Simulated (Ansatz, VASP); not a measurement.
**BaS: VASP beside Ansatz**

```xyz
2
Lattice="3.8338 0.0000 0.0000 0.0000 3.8338 0.0000 0.0000 0.0000 3.8338" Properties=species:S:1:pos:R:3 pbc="T T T"
Ba    0.0000    0.0000    0.0000
S     1.9169    1.9169    1.9169
```

Alike in both runs: task single point; functional PBE; k mesh 6 × 6 × 6; no spin polarisation.

|  | VASP | Ansatz |
| --- | --- | --- |
| version | VASP 6.6.1 | Ansatz 0.2.0 |
| potentials or method | VASP PAW PBE potentials, release 64 (Ba_sv, S) | plane waves, PAW |
| plane-wave cutoff (eV) | 520 | 420 |
| occupations | gaussian, width 0.01 eV | fixed |
| valence electrons in the cell | 16 | 16 |

Ansatz gave:

```
gap on the k mesh at the Fermi level (eV) : 1.56
pressure (GPa)                            : 0.3
```

Task: Which values does VASP return?

Result: gap on the k mesh at the Fermi level (eV): 1.43; pressure (GPa): 1.2.

Spin-orbit coupling is off throughout.
